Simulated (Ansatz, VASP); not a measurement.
# Two plane-wave programs on In

```
In
1.0
     3.43367    0.00000    0.00000
    -1.71684    2.97365    0.00000
     0.00000    0.00000   11.12316
In
4
Direct
  0.00000 0.00000 0.00000
  0.00000 0.00000 0.50000
  0.33333 0.66667 0.25000
  0.66667 0.33333 0.75000
```

Alike in both runs: task single point; functional r2SCAN; k mesh 12 × 12 × 4; occupations fermi-dirac, width 0.1 eV; no spin polarisation.

|  | VASP | Ansatz |
| --- | --- | --- |
| version | VASP 6.6.1 | Ansatz 0.2.0 |
| potentials or method | VASP PAW PBE potentials, release 64 (In_d), cutoff 520 eV | plane waves (500 eV) with PAW, scalar-relativistic |
| valence electrons in the cell | 52 | 52 |

|  | VASP | Ansatz | Ansatz less VASP |
| --- | --- | --- | --- |
| pressure (GPa) | -2.6 | -2.6 | 0.00 |

VASP's potentials were made for PBE, not for r2SCAN.
